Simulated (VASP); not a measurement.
Wanted: the native input for a VASP 6.6.1 run.

* Task: single point
* Functional: r2SCAN
* Potentials or basis: VASP PAW PBE potentials, release 64 (Co, Ti_sv)
* Cutoff: 520 eV
* k mesh: 9 × 9 × 9
* Occupations: fermi-dirac, width 0.05 eV
* Spin: collinear spin, ferromagnetic start
* Starting moments: [2.0, 1.0] μB
* Dipole correction: no
* Further INCAR settings: ALGO = Normal; EDIFF = 1e-06; NBANDS = 22

Crystal: TiCo.

```
Co Ti
1.0
     2.98611    0.00000    0.00000
     0.00000    2.98611    0.00000
     0.00000    0.00000    2.98611
Co Ti
1 1
Direct
  0.50000 0.50000 0.50000
  0.00000 0.00000 0.00000
```

The input as run:

POSCAR

```
TiCo
1.0
    2.9861109900      0.0000000000      0.0000000000
    0.0000000000      2.9861109900      0.0000000000
    0.0000000000      0.0000000000      2.9861109900
Co Ti
1 1
Direct
    0.5000000000      0.5000000000      0.5000000000
    0.0000000000      0.0000000000      0.0000000000
```

INCAR.step1

```
SYSTEM = TiCo
  ALGO = Normal
  EDIFF = 1E-4
  ENCUT = 520
  GGA = PE
  ISMEAR = -1
  ISPIN = 2
  LASPH = .TRUE.
  LCHARG = .FALSE.
  LMAXMIX = 4
  LREAL = .FALSE.
  LWAVE = .TRUE.
  MAGMOM = 2 1
  NBANDS = 22
  NELM = 150
  PREC = Accurate
  SIGMA = 0.05
```

INCAR.step2

```
SYSTEM = TiCo
  ALGO = Normal
  EDIFF = 1E-6
  ENCUT = 520
  ISIF = 2
  ISMEAR = -1
  ISPIN = 2
  ISTART = 1
  LASPH = .TRUE.
  LCHARG = .FALSE.
  LMAXMIX = 4
  LMIXTAU = .TRUE.
  LORBIT = 11
  LREAL = .FALSE.
  LWAVE = .FALSE.
  MAGMOM = 2 1
  METAGGA = R2SCAN
  NBANDS = 22
  NELM = 150
  PREC = Accurate
  SIGMA = 0.05
```

KPOINTS

```
k-points
0
G
  9 9 9
  0 0 0
```

Potentials or basis: VASP PAW PBE potentials, release 64 (Co, Ti_sv).

Launch:

```console
$ cat potpaw_PBE.64/Co/POTCAR potpaw_PBE.64/Ti_sv/POTCAR > POTCAR
$ cp INCAR.step1 INCAR
$ mpirun -np 1 vasp_std > vasp.out
$ cp INCAR.step2 INCAR
$ mpirun -np 1 vasp_std > vasp.out
```

Results of the run:

| Item | Value |
| --- | --- |
| Pressure | 0.7 GPa |
| Net moment | 0.87 μB per cell |
| Site moments | Co +1.37; Ti -0.29 μB |
| Valence electrons inside the program's atomic spheres | Co 8.32; Ti 10.25 |

Caveat: the PAW data sets were made with another functional, which shifts forces and pressure a little.

Wall time 2.1 min on 1 thread of Intel Xeon 8259CL, with other jobs on the host, peak memory 0.17 GiB.
